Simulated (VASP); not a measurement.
# Bi: single point with BLYP

The system is Bi.

```
Bi
1.0
    -2.02029    2.02029    2.02029
     2.02029   -2.02029    2.02029
     2.02029    2.02029   -2.02029
Bi
1
Direct
  0.00000 0.00000 0.00000
```

```
Program                : VASP 6.6.1
Task                   : single point
Functional             : BLYP
Potentials or basis    : VASP PAW PBE potentials, release 64 (Bi_d)
Cutoff                 : 520 eV
k mesh                 : 9 × 9 × 9
Occupations            : fermi-dirac, width 0.05 eV
Spin                   : no spin polarisation
Dipole correction      : no
Further INCAR settings : ALGO = Normal; EDIFF = 1e-06; NBANDS = 14
```

```json
{"Pressure": "1.8 GPa"}
```

Levels at points of the mesh, in eV from the Fermi level:
```csv
k point,band 3,band 4,band 5,band 6,band 7,band 8,band 9,band 10,band 11,band 12
"(0.00, 0.00, 0.00)",-22.87,-22.76,-22.76,-13.11,4.59,4.59,4.59,8.89,10.79,10.79
```

Run time: 15 s on 1 thread of AMD EPYC 9R45 96-Core Processor (Zen 5), on a shared host, peak memory 0.13 GiB.

Caveat: the PAW data sets were made with another functional, which shifts forces and pressure a little; spin-orbit coupling is left out, which moves the levels of the heavy elements.
